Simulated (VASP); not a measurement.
Write the native input for VASP 6.6.1 that does the following.

```
Task                   : single point
Functional             : r2SCAN
Potentials or basis    : VASP PAW PBE potentials, release 64 (N)
Cutoff                 : 520 eV
k mesh                 : 1 × 1 × 1
Occupations            : fermi-dirac, width 0.05 eV
Spin                   : no spin polarisation
Dipole correction      : no
Further INCAR settings : LREAL = Auto; ALGO = Normal; EDIFF = 1e-07; NBANDS = 66
```

N:

```
N
1.0
     8.33955    0.00000    0.00000
     0.00000    8.33955    0.00000
     0.00000    0.00000    8.33955
N
20
Direct
  0.22001 0.82752 0.39505
  0.18473 0.85298 0.27140
  0.35849 0.85103 0.85890
  0.45860 0.93065 0.88764
  0.88761 0.90670 0.61779
  0.96840 0.91150 0.72092
  0.88359 0.57311 0.93255
  0.97384 0.58363 0.02700
  0.90685 0.48732 0.46816
  0.92462 0.35942 0.49093
  0.45508 0.49245 0.97510
  0.47941 0.45950 0.85062
  0.15070 0.22919 0.13859
  0.19338 0.20639 0.01679
  0.78649 0.12494 0.02804
  0.72711 0.22203 0.09307
  0.60774 0.87532 0.30508
  0.65536 0.76386 0.25516
  0.37024 0.43778 0.41816
  0.48814 0.38093 0.42477
```

The input as run:

POSCAR

```
N
1.0
    8.3395510000      0.0000000000      0.0000000000
    0.0000000000      8.3395510000      0.0000000000
    0.0000000000      0.0000000000      8.3395510000
N
20
Direct
    0.2200067779      0.8275205906      0.3950458612
    0.1847258803      0.8529802927      0.2713983724
    0.3584891753      0.8510320975      0.8588985958
    0.4586006966      0.9306531830      0.8876413012
    0.8876124171      0.9067020298      0.6177927572
    0.9684035850      0.9114960417      0.7209207061
    0.8835869745      0.5731132160      0.9325509605
    0.9738362617      0.5836311831      1.0270009671
    0.9068453352      0.4873160783      0.4681643860
    0.9246209027      0.3594245630      0.4909302729
    0.4550835730      0.4924495867      0.9750975979
    0.4794075120      0.4595028935      0.8506226903
    0.1507048804      0.2291917811      0.1385869057
    0.1933762013      0.2063937713      0.0167925887
    0.7864891054      0.1249440793      0.0280374613
    0.7271130941      0.2220336175      0.0930728724
    0.6077353027      0.8753150712      0.3050784211
    0.6553563826      0.7638615472      0.2551591226
    0.3702361152      0.4377768789      0.4181599124
    0.4881395272      0.3809256976      0.4247681475
```

INCAR.step1

```
SYSTEM = N
  PREC = Accurate
  ENCUT = 520
  ISMEAR = -1
  SIGMA = 0.05
  LREAL = Auto
  LASPH = .TRUE.
  NELM = 60
  NBANDS = 66
  GGA = PE
  ALGO = Normal
  EDIFF = 1E-4
  LWAVE = .TRUE.
  LCHARG = .FALSE.
```

INCAR.step2

```
SYSTEM = N
  PREC = Accurate
  ENCUT = 520
  EDIFF = 1E-7
  ISMEAR = -1
  SIGMA = 0.05
  LREAL = Auto
  LASPH = .TRUE.
  NELM = 60
  ALGO = Normal
  ISIF = 2
  LWAVE = .FALSE.
  LCHARG = .FALSE.
  METAGGA = R2SCAN
  LMIXTAU = .TRUE.
  NBANDS = 66
  ISTART = 1
```

KPOINTS

```
regular mesh
0
G
  1 1 1
  0 0 0
```

Potentials or basis: VASP PAW PBE potentials, release 64 (N).

The run is started by

```bash
$ cat potpaw_PBE.64/N/POTCAR > POTCAR
$ cp INCAR.step1 INCAR
$ mpirun -np 1 vasp_gam > vasp.out
$ cp INCAR.step2 INCAR
$ mpirun -np 1 vasp_gam > vasp.out
```

It gave:

- Pressure: 2.1 GPa
- Largest force: 2.379 eV/Å
- Band gap on the k mesh: 8.41 eV

Caveat: the k points lie up to 0.75 Å⁻¹ apart; the standard files for N, O and F lose accuracy on very short bonds; the PAW data sets were made with another functional, which shifts forces and pressure a little.

Run time: 2.3 min on 1 thread of Intel(R) Xeon(R) Platinum 8481C CPU @ 2.70GHz (Sapphire Rapids) (shared host), peak memory 0.6 GiB.
